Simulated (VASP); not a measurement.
# Si3W4N4O12 in VASP: single point with PBE

Aim: the single point of Si3W4N4O12 with PBE.

All numbers are computed with VASP 6.6.1; they aren't measurements. Logs are shortened: lines on timing, memory, paths and dates and some standing lists are left out, and cuts for length are marked.

## 1. The cell of the first run

The cell holds a disordered packing, 23 atoms: a = 6.676 Å, b = 6.658 Å, c = 6.611 Å, α = 93.36°, β = 85.42°, γ = 86.70°.

## 2. Single point, PBE

The input, INCAR:

```
PREC = Accurate
ENCUT = 520
EDIFF = 1E-7
ISMEAR = -1
SIGMA = 0.2361
LREAL = Auto
LASPH = T
NELM = 60
ALGO = Normal
ISIF = 2
LWAVE = F
LCHARG = F
GGA = PE
NBANDS = 97
```

The input, KPOINTS:

```
regular mesh
0
Gamma
  3 3 3
```

The input, POSCAR:

```
Si3W4N4O12
1.0
    6.6677700000      0.1963220000      0.2687630000
    0.1963220000      6.6521510000     -0.1985320000
    0.2687630000     -0.1985320000      6.6024120000
Si N W O
3 4 4 12
Direct
    0.6938832348      0.3997405612      0.5933828165
    0.3676742633      0.1143280568      0.4890478953
    0.6094685530      0.2097712839      0.0430833507
    0.2448923454      0.0372835651      0.7377261929
    0.6210135121      0.8413953054      0.9581779621
    0.2412918686      0.5623663456      0.8595127141
    0.7043392355      0.4412240749      0.0005916461
    0.3044157111      0.7516649380      0.6867601174
    0.1281986889      0.5334553605      0.2830236214
    0.6502847119      0.6875720905      0.1885199971
    0.1162979920      0.3143457351      0.8801978314
    0.1881164854      0.2290159317      0.4163747686
    0.6877887284      0.9672710591      0.8201381711
    0.5569900006      0.2162934616      0.5349683994
    0.9250275049      0.3621762631      0.6869697749
    0.5799335885      0.6124771873      0.6436387895
    0.8572331271      0.4953425011      0.3973691863
    0.3650920810      0.1440772475      0.0601920263
    0.4115119335      0.8726215463      0.3691578949
    0.0828042440      0.6660677777      0.5425123072
    0.9817956355      0.6896952851      0.1133983520
    0.7453311434      0.0680971635      0.1707614279
    0.3932081176      0.5247340922      0.2423570858
```

Potentials or basis: VASP PAW PBE potentials, release 64 (Si, N, W_sv, O).

Command:

```bash
$ cat potpaw_PBE.64/Si/POTCAR potpaw_PBE.64/N/POTCAR potpaw_PBE.64/W_sv/POTCAR potpaw_PBE.64/O/POTCAR > POTCAR
$ mpirun -np 1 vasp_std > vasp.out
```

OUTCAR:

```text
PREC = Accurate
   ENCUT = 520
   EDIFF = 1E-7
   ISMEAR = -1
   LREAL = Auto
   LASPH = T
   NELM = 60
   ISIF = 2
   GGA = PE

 ion  position               nearest neighbor table
   1  0.694  0.400  0.593-  16 1.57  14 1.61  15 1.72  17 1.80   2 3.06
   2  0.368  0.114  0.489-  12 1.51  14 1.51  19 1.75   4 1.89   8 2.85   1 3.06  11 3.15
   3  0.609  0.210  0.043-  22 1.59  18 1.71   7 1.73  13 2.13  10 3.30
   4  0.245  0.037  0.738-   2 1.89   8 1.92  11 2.12
   5  0.621  0.841  0.958-  13 1.34  10 1.90
   6  0.241  0.562  0.860-   8 1.80  11 1.90
   7  0.704  0.441  0.001-   3 1.73  10 2.00
   8  0.304  0.752  0.687-   6 1.80  20 1.92   4 1.92  16 2.00  19 2.36   2 2.85   9 3.30
   9  0.128  0.533  0.283-  23 1.77  21 1.87  20 1.88  17 1.94  12 2.28  11 2.97   8 3.30  10 3.41

  10  0.650  0.688  0.189-   5 1.90   7 2.00  23 2.10  19 2.19  21 2.23  17 2.40  22 2.65   3 3.30
                             9 3.41
  11  0.116  0.314  0.880-   6 1.90  15 1.90   4 2.12  18 2.39   9 2.97   2 3.15
  12  0.188  0.229  0.416-   2 1.51   9 2.28
  13  0.688  0.967  0.820-   5 1.34   3 2.13
  14  0.557  0.216  0.535-   2 1.51   1 1.61
  15  0.925  0.362  0.687-   1 1.72  11 1.90
  16  0.580  0.612  0.644-   1 1.57   8 2.00
  17  0.857  0.495  0.397-   1 1.80   9 1.94  10 2.40
  18  0.365  0.144  0.060-   3 1.71  11 2.39
  19  0.412  0.873  0.369-   2 1.75  10 2.19   8 2.36
  20  0.083  0.666  0.543-   9 1.88   8 1.92
  21  0.982  0.690  0.113-   9 1.87  10 2.23
  22  0.745  0.068  0.171-   3 1.59  10 2.65
  23  0.393  0.525  0.242-   9 1.77  10 2.10

  LATTYP: Found a triclinic cell.
 ALAT       =     9.1529083854
 B/A-ratio  =     0.7274199299
 C/A-ratio  =     1.0667247148
 COS(alpha) =     0.0002623642
 COS(beta)  =     0.5384009302
 COS(gamma) =     0.6853846540

  Lattice vectors:

 A1 = (  -6.4714480000,   6.4558290000,  -0.4672950000)
 A2 = (   0.1963220000,   6.6521510000,  -0.1985320000)
 A3 = (  -6.9365330000,   0.0022100000,  -6.8711750000)

Analysis of symmetry for initial positions (statically):
=====================================================================
 Subroutine PRICEL returns:
 Original cell was already a primitive cell.

 Routine SETGRP: Setting up the symmetry group for a
 triclinic supercell.

 Subroutine GETGRP returns: Found  1 space group operations
 (whereof  1 operations were pure point group operations)
 out of a pool of  2 trial point group operations.

The static configuration has the point symmetry C_1 .

Analysis of symmetry for dynamics (positions and initial velocities):
=====================================================================
 Subroutine PRICEL returns:
 Original cell was already a primitive cell.

 Routine SETGRP: Setting up the symmetry group for a
 triclinic supercell.

 Subroutine GETGRP returns: Found  1 space group operations
 (whereof  1 operations were pure point group operations)
 out of a pool of  2 trial point group operations.

The dynamic configuration has the point symmetry C_1 .

 Subroutine INISYM returns: Found  1 space group operations
 (whereof  1 operations are pure point group operations),
 and found     1 'primitive' translations

----------------------------------------------------------------------------------------

                                     Primitive cell

  volume of cell :     291.8313

  direct lattice vectors                    reciprocal lattice vectors
     6.667770000  0.196322000  0.268763000     0.150363660 -0.004624441 -0.006259877
     0.196322000  6.652151000 -0.198532000    -0.004624441  0.150604568  0.004716868
     0.268763000 -0.198532000  6.602412000    -0.006259877  0.004716868  0.151856454

  length of vectors
     6.676071648  6.658007976  6.610861723     0.150564942  0.150749362  0.152058599

  position of ions in fractional coordinates (direct lattice)
     0.693883235  0.399740561  0.593382816
     0.367674263  0.114328057  0.489047895
     0.609468553  0.209771284  0.043083351
     0.244892345  0.037283565  0.737726193
     0.621013512  0.841395305  0.958177962
     0.241291869  0.562366346  0.859512714
[... 15 lines left out ...]
     0.745331143  0.068097163  0.170761428
     0.393208118  0.524734092  0.242357086

  ion indices of the primitive-cell ions
   primitive index   ion index
                 1           1
                 2           2
                 3           3
                 4           4
                 5           5
                 6           6
[... 15 lines left out ...]
                22          22
                23          23

----------------------------------------------------------------------------------------

 KPOINTS: regular mesh

Automatic generation of k-mesh.
 Grid dimensions read from file:
 generate k-points for:    3    3    3

 Generating k-lattice:

  Cartesian coordinates                     Fractional coordinates (reciprocal lattice)
     0.050121220 -0.001541480 -0.002086626     0.333333333  0.000000000 -0.000000000
    -0.001541480  0.050201523  0.001572289     0.000000000  0.333333333 -0.000000000
    -0.002086626  0.001572289  0.050618818     0.000000000 -0.000000000  0.333333333

  Length of vectors
     0.050188314  0.050249787  0.050686200

  Shift w.r.t. Gamma in fractional coordinates (k-lattice)
     0.000000000  0.000000000  0.000000000

 Subroutine IBZKPT returns following result:
 ===========================================

 Found     14 irreducible k-points:

 Following reciprocal coordinates:
            Coordinates               Weight
  0.000000  0.000000  0.000000      1.000000
  0.333333 -0.000000  0.000000      2.000000
  0.000000  0.333333  0.000000      2.000000
  0.333333  0.333333 -0.000000      2.000000
 -0.333333  0.333333 -0.000000      2.000000
  0.000000 -0.000000  0.333333      2.000000
  0.333333 -0.000000  0.333333      2.000000
 -0.333333  0.000000  0.333333      2.000000
  0.000000  0.333333  0.333333      2.000000
  0.333333  0.333333  0.333333      2.000000
 -0.333333  0.333333  0.333333      2.000000
  0.000000 -0.333333  0.333333      2.000000
  0.333333 -0.333333  0.333333      2.000000
 -0.333333 -0.333333  0.333333      2.000000
   k-points           NKPTS =     14   k-points in BZ     NKDIM =     14   number of bands    NBANDS=     97
   number of dos      NEDOS =    301   number of ions     NIONS =     23
   total plane-waves  NPLWV = 125000
   dimension x,y,z NGX =    50 NGY =   50 NGZ =   50
   dimension x,y,z NGXF=   100 NGYF=  100 NGZF=  100
   ions per type =               3   4   4  12
   NGX,Y,Z   is equivalent  to a cutoff of  12.45, 12.48, 12.57 a.u.
   NGXF,Y,Z  is equivalent  to a cutoff of  24.90, 24.97, 25.15 a.u.
 SYSTEM =  unknown system
   PREC   = accura    normal or accurate (medium, high low for compatibility)
   ISTART =      0    job   : 0-new  1-cont  2-samecut
   ICHARG =      2    charge: 1-file 2-atom 10-const
   ISPIN  =      1    spin polarized calculation?
   LNONCOLLINEAR =      F non collinear calculations
   LSORBIT =      F    spin-orbit coupling
   LASPH  =      T    aspherical Exc in radial PAW
   ENCUT  =  520.0 eV  38.22 Ry    6.18 a.u.  12.41 12.38 12.29*2*pi/ulx,y,z
   NELM   =     60;   NELMIN=  2; NELMDL= -5     # of ELM steps
   EDIFF  = 0.1E-06   stopping-criterion for ELM
   LREAL  =      T    real-space projection
   EDIFFG = 0.1E-05   stopping-criterion for IOM
   NSW    =      0    number of steps for IOM
   IBRION =     -1    ionic relax: 0-MD 1-quasi-New 2-CG
   NFREE  =      0    steps in history (QN), initial steepest desc. (CG)
   ISIF   =      2    stress and relaxation
   ISYM   =      2    0-nonsym 1-usesym 2-fastsym
   POTIM  = 0.5000    time-step for ionic-motion
   TEBEG  =    0.0;   TEEND  =   0.0 temperature during run
   PSTRESS=    0.0 pullay stress
   NELECT =     160.0000    total number of electrons
   NUPDOWN=      -1.0000    fix difference up-down
   EMIN   =  10.00;   EMAX   =-10.00  energy-range for DOS
   EFERMI =   0.00;   METHOD = LEGACY
   ISMEAR =    -1;   SIGMA  =   0.24  broadening in eV -4-tet -1-fermi 0-gaus
   EFERMI_NEDOS =   21; number of points for ismear=-14 and -15
   IALGO  =     38    algorithm
   IMIX   =      4    mixing-type and parameters
     AMIX     =   0.40;   BMIX     =  1.00
     AMIX_MAG =   1.60;   BMIX_MAG =  1.00
  volume/ion in A,a.u.               =      12.69        85.62
  Fermi-wavevector in a.u.,A,eV,Ry     =   1.339895  2.532035 24.426803  1.795319
  Thomas-Fermi vector in A             =   2.468251
   LORBIT       =      0    0 simple, 1 ext, 2 COOP (PROOUT), +10 PAW based schemes
   GGA     = PE    functional components
   LHFCALC =     F    Hartree Fock is set to
   AEXX    =    0.0000 exact exchange contribution
   IVDW    =     0    specifies the selected vdW correction
   LEPSILON=     F    determine dielectric tensor
   LRPA    =     F    only Hartree local field effects (RPA)
 non-spin polarized calculation
  energy-cutoff  :      520.00
  volume of cell :      291.83
 maximum number of plane-waves:      7874
 NGX is ok and might be reduce to    50
   NGX = 25   NGY = 25   NGZ = 25

 number of electron     160.0000011 magnetization

 Free energy of the ion-electron system (eV)
  ---------------------------------------------------
  ext. energy  EPLUGINS =         0.00000000
  ---------------------------------------------------
  free energy    TOTEN  =      -184.76265172 eV

  energy without entropy =     -183.76713603  energy(sigma->0) =     -184.26489388

 E-fermi :   4.4104     XC(G=0): -10.2514

 val. band max:        4.3021950072   @ k =   0.0000  -0.0000   0.3333
 cond. band min:       4.4591385012   @ k =   0.3333  -0.0000   0.3333
 fundamental gap:      0.1569434940
 Fermi energy:         4.4104328066

 k-point     1 :       0.0000    0.0000    0.0000
  band No.  band energies     occupation
      1     -71.7428      2.00000
      2     -71.3739      2.00000
      3     -71.3061      2.00000
      4     -71.0816      2.00000
      5     -36.2393      2.00000
      6     -35.9910      2.00000
[... 84 lines left out ...]
     91       6.9013      0.00005
     92       7.2621      0.00001

 k-point     2 :       0.3333   -0.0000    0.0000
  band No.  band energies     occupation
      1     -71.7428      2.00000
      2     -71.3739      2.00000
      3     -71.3061      2.00000
      4     -71.0816      2.00000
      5     -36.2375      2.00000
      6     -35.9907      2.00000
[... 1224 lines left out ...]
     91       6.7726      0.00009
     92       7.2603      0.00001
 [bands above 92 left out]

------------------------ aborting loop because EDIFF is reached ----------------------------------------

  FORCE on cell =-STRESS in cart. coord.  units (eV):
  Direction    XX          YY          ZZ          XY          YZ          ZX
  --------------------------------------------------------------------------------------
  -------------------------------------------------------------------------------------
  Total       -1.8457135    -15.7815160      6.7909516      5.9006856      7.7134412     -0.9743986
  in kB      -10.1331146    -86.6417851     37.2828672     32.3952358     42.3474092     -5.3495262
  external PRESSURE =     -19.8306775 kB  Pullay stress =       0.0000000 kB

 VOLUME and BASIS-vectors are now :
 -----------------------------------------------------------------------------
  energy-cutoff  :      520.00
  volume of cell :      291.83
      direct lattice vectors                 reciprocal lattice vectors
     6.667770000  0.196322000  0.268763000     0.150363660 -0.004624441 -0.006259877
     0.196322000  6.652151000 -0.198532000    -0.004624441  0.150604568  0.004716868
     0.268763000 -0.198532000  6.602412000    -0.006259877  0.004716868  0.151856454

 POSITION                                       TOTAL-FORCE (eV/Angst)
 -----------------------------------------------------------------------------------
      4.86461      2.67755      4.02489         4.745270      0.701249     -0.819039
      2.60545      0.73562      3.30502        -2.332876     -5.802819     -0.318685
      4.11656      1.50653      0.40661        -1.605775     -1.371018      0.226587
      1.83848      0.14963      4.92919        -0.184969     -0.110310     -0.623392
      4.56348      5.52878      6.32615         0.966788     -0.122838     -0.117865
      1.95029      3.61768      5.62806        -0.985655     -3.195953      1.151630
[... 15 lines left out ...]
      5.02896      0.56542      1.31424         0.900606      0.304855      1.585217
      2.78997      3.51969      1.60164         2.520151      1.166049      0.132545
 -----------------------------------------------------------------------------------
    total drift:                                0.002669      0.000274      0.000085

  FREE ENERGIE OF THE ION-ELECTRON SYSTEM (eV)
  ---------------------------------------------------
  free  energy   TOTEN  =      -184.7626517193 eV

  energy  without entropy=     -183.7671360322  energy(sigma->0) =     -184.26489388
```

Run time: 17 min. Hardware: 1 thread of Intel Xeon 8259CL, shared host; peak memory 0.51 GiB.

Results:

* Free energy: -184.7627 eV
* Pressure: -2.0 GPa
* Largest force: 6.262 eV/Å
* Band gap on the k mesh: 0.16 eV (least direct gap 0.19 eV)

Forces on the atoms (eV/Å):
```
Si   4.745  0.701 -0.819
Si  -2.333 -5.803 -0.319
Si  -1.606 -1.371  0.227
N   -0.185 -0.110 -0.623
N    0.967 -0.123 -0.118
N   -0.986 -3.196  1.152
N   -0.513 -0.567  1.080
W    1.373  1.314 -1.878
W   -3.063 -1.813 -1.349
W    1.184  0.734 -4.441
W    0.884 -0.705  0.025
O   -2.897  4.072 -2.242
O   -1.403 -1.790  2.061
O    4.748  2.840  1.454
O   -0.803 -1.623  2.033
O   -2.336  1.703 -0.281
O   -5.212 -1.464 -1.607
O    0.942  2.796 -1.088
O    0.903  0.660  1.925
O    2.362  2.110  1.549
O   -0.193  0.164  1.542
O    0.901  0.305  1.585
O    2.520  1.166  0.133
```

Stress tensor (GPa, compression positive):
```
-1.01  3.24 -0.53
 3.24 -8.66  4.23
-0.53  4.23  3.73
```

Caveat: the atoms stand as in a frame of molecular dynamics; spin-orbit coupling is left out, which moves the levels of the heavy elements.
